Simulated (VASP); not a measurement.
# Os (I4/mmm) in VASP: a series of runs, part 3 of 3

VASP 6.6.1. The steps go on from the part before.

### Step 5. Single point, r2SCAN

This run uses another cell than the first one, of the same volume but with other edges.

The input, POSCAR:

```
Os
1.0
    0.0000000000      2.1129444109      1.6480966405
    2.1129444109      0.0000000000      1.6480966405
    2.1129444109      2.1129444109      0.0000000000
Os
1
Direct
    0.0000000000      0.0000000000      0.0000000000
```

The input, INCAR.step1:

```
SYSTEM = Os
  PREC = Accurate
  ENCUT = 520
  ISMEAR = 0
  SIGMA = 0.15
  LREAL = .False.
  LASPH = .True.
  NELM = 100
  NBANDS = 10
  GGA = PE
  ALGO = Normal
  EDIFF = 1E-4
  LWAVE = .True.
  LCHARG = .False.
```

The input, INCAR.step2:

```
SYSTEM = Os
  PREC = Accurate
  ENCUT = 520
  EDIFF = 1E-6
  ISMEAR = 0
  SIGMA = 0.15
  LREAL = .False.
  LASPH = .True.
  NELM = 100
  ALGO = Normal
  ISIF = 2
  LWAVE = .False.
  LCHARG = .False.
  METAGGA = R2SCAN
  LMIXTAU = .True.
  NBANDS = 10
  ISTART = 1
```

The input, KPOINTS:

```
Automatic mesh
0
Gamma
  24 24 24
  0 0 0
```

Potentials or basis: VASP PAW PBE potentials, release 64 (Os).

Command:

```sh
$ cat potpaw_PBE.64/Os/POTCAR > POTCAR
$ cp INCAR.step1 INCAR
$ mpirun -np 1 vasp_std > vasp.out
$ cp INCAR.step2 INCAR
$ mpirun -np 1 vasp_std > vasp.out
```

OUTCAR:

```text
SYSTEM = Os
   PREC = Accurate
   ENCUT = 520
   EDIFF = 1E-6
   ISMEAR = 0
   LREAL = .False.
   LASPH = .True.
   NELM = 100
   ISIF = 2
   METAGGA = R2SCAN
   ISTART = 1

 ion  position               nearest neighbor table
   1  0.000  0.000  0.000-

  LATTYP: Found a body centered tetragonal cell.
 ALAT       =     2.9881546424
 C/A-ratio  =     1.1030865786

  Lattice vectors:

 A1 = (   0.0000000000,  -2.1129444109,  -1.6480966405)
 A2 = (   0.0000000000,   2.1129444109,  -1.6480966405)
 A3 = (   2.1129444109,   0.0000000000,   1.6480966405)

Analysis of symmetry for initial positions (statically):
=====================================================================
 Subroutine PRICEL returns:
 Original cell was already a primitive cell.

 Routine SETGRP: Setting up the symmetry group for a
 body centered tetragonal supercell.

 Subroutine GETGRP returns: Found 16 space group operations
 (whereof 16 operations were pure point group operations)
 out of a pool of 16 trial point group operations.

The static configuration has the point symmetry D_4h.

Analysis of symmetry for dynamics (positions and initial velocities):
[... 164 lines left out ...]
 k-point     1 :       0.0000    0.0000    0.0000
  band No.  band energies     occupation
      1      -2.4486      2.00000
      2       5.0748      2.00000
      3       5.0748      2.00000
      4       6.1735      2.00000
      5       7.9365      2.00000
      6       9.3344      0.00000
      7      24.6203      0.00000
      8      26.6235      0.00000
      9      26.6235      0.00000
     10      36.4076      0.00000
[... 287 lines left out ...]
 k-point    24 :       0.4583    0.0417    0.0000
  band No.  band energies     occupation
      1       0.9485      2.00000
      2       3.8312      2.00000
      3       7.4477      2.00000
      4       7.6720      2.00000
      5      10.0216      0.00000
      6      11.6285      0.00000
      7      18.1246      0.00000
      8      22.6246      0.00000
      9      27.4626      0.00000
     10      33.0223      0.00000

 [... further k-points ...]

------------------------ aborting loop because EDIFF is reached ----------------------------------------

  FORCE on cell =-STRESS in cart. coord.  units (eV):
  Direction    XX          YY          ZZ          XY          YZ          ZX
  --------------------------------------------------------------------------------------
  -------------------------------------------------------------------------------------
  Total       -2.3404672     -2.3404672      2.6410227      0.0000000      0.0000000     -0.0000000
  in kB     -254.8146130   -254.8146130    287.5371077      0.0000000      0.0000000     -0.0000000
  external PRESSURE =     -74.0307061 kB  Pullay stress =       0.0000000 kB

 VOLUME and BASIS-vectors are now :
 -----------------------------------------------------------------------------
  energy-cutoff  :      520.00
  volume of cell :       14.72
      direct lattice vectors                 reciprocal lattice vectors
     0.000000000  2.112944411  1.648096640    -0.236636609  0.236636609  0.303380268
     2.112944411  0.000000000  1.648096640     0.236636609 -0.236636609  0.303380268
     2.112944411  2.112944411  0.000000000     0.236636609  0.236636609 -0.303380268

 POSITION                                       TOTAL-FORCE (eV/Angst)
 -----------------------------------------------------------------------------------
      0.00000      0.00000      0.00000         0.000000      0.000000      0.000000
 -----------------------------------------------------------------------------------
    total drift:                                0.000000     -0.000000     -0.000000

  FREE ENERGIE OF THE ION-ELECTRON SYSTEM (eV)
  ---------------------------------------------------
  free  energy   TOTEN  =       -52.2606126371 eV

  energy  without entropy=      -52.2485228789  energy(sigma->0) =      -52.25456776
```

OUTCAR.step1:

```text
SYSTEM = Os
   PREC = Accurate
   ENCUT = 520
   ISMEAR = 0
   LREAL = .False.
   LASPH = .True.
   NELM = 100
[... 529 lines left out ...]
 -----------------------------------------------------------------------------------
      0.00000      0.00000      0.00000         0.000000      0.000000      0.000000
 -----------------------------------------------------------------------------------
    total drift:                                0.000000     -0.000000     -0.000000

  FREE ENERGIE OF THE ION-ELECTRON SYSTEM (eV)
  ---------------------------------------------------
  free  energy   TOTEN  =       -10.5486130732 eV

  energy  without entropy=      -10.5357698458  energy(sigma->0) =      -10.54219146
```

OSZICAR.step1:

```text
N       E                     dE             d eps       ncg     rms          rms(c)
DAV:   1     0.356623008600E+02    0.35662E+02   -0.41895E+03 21940   0.740E+02
DAV:   2    -0.100601186657E+02   -0.45722E+02   -0.42932E+02 21898   0.197E+02
DAV:   3    -0.111944445228E+02   -0.11343E+01   -0.11239E+01 25018   0.287E+01
DAV:   4    -0.111974771989E+02   -0.30327E-02   -0.30321E-02 23536   0.167E+00
DAV:   5    -0.111974878069E+02   -0.10608E-04   -0.10608E-04 23824   0.900E-02    0.155E+01
DAV:   6    -0.106923317736E+02    0.50516E+00   -0.58799E-01 25258   0.599E+00    0.709E+00
DAV:   7    -0.105523469149E+02    0.13998E+00   -0.40934E-01 27114   0.473E+00    0.539E-01
DAV:   8    -0.105503963060E+02    0.19506E-02   -0.15986E-03 22480   0.335E-01    0.415E-01
DAV:   9    -0.105486117273E+02    0.17846E-02   -0.11282E-03 22942   0.353E-01    0.170E-02
DAV:  10    -0.105486130732E+02   -0.13459E-05   -0.13982E-05 11904   0.292E-02
   1 F= -.10548613E+02 E0= -.10542191E+02  d E =-.128432E-01
```

Wall time 5.5 min (1 thread of Oxide Virtual Turin-like, shared host); peak memory 0.24 GiB.

Results:

- Free energy: -52.2606 eV
- Pressure: -7.4 GPa
- Band gap on the k mesh: zero (bands 4 and 5 overlap by 4.90 eV)

Caveat: the stress differs along the axes, from -25 to 29 GPa; the PAW data sets were made with another functional, which shifts forces and pressure a little; spin-orbit coupling is left out, which moves the levels of the heavy elements.

### Step 6. The runs side by side

```tsv
cell	gap on the mesh (eV)	pressure (GPa)
a = 3.001, b = 3.001, c = 2.451 Å, angles 65.9, 65.9, 48.2°, 1 atom	none	15.2
a = 2.695, b = 2.695, c = 2.904 Å, angles 57.4, 57.4, 65.2°, 1 atom	none	-11.9
a = 2.859, b = 2.859, c = 2.588 Å, angles 63.1, 63.1, 53.8°, 1 atom	none	-8.6
a = 2.680, b = 2.680, c = 2.988 Å, angles 56.1, 56.1, 67.8°, 1 atom	none	-7.4
```

Alike in all rows: task single point; level r2SCAN; potentials or basis VASP PAW PBE potentials, release 64 (Os); no spin polarisation; k mesh 24 × 24 × 24; cutoff (eV) 520; smearing gaussian 0.15 eV.

Caveats: the PAW data sets were made with another functional, which shifts forces and pressure a little; spin-orbit coupling is left out, which moves the levels of the heavy elements; the stress differs along the axes, from -53 to 49 GPa (at least some runs); the stress differs along the axes, from -29 to 23 GPa (at least some runs); the stress differs along the axes, from -53 to 14 GPa (at least some runs); the stress differs along the axes, from -25 to 29 GPa (at least some runs).

Absolute energies hang on the potentials; compare differences alone.
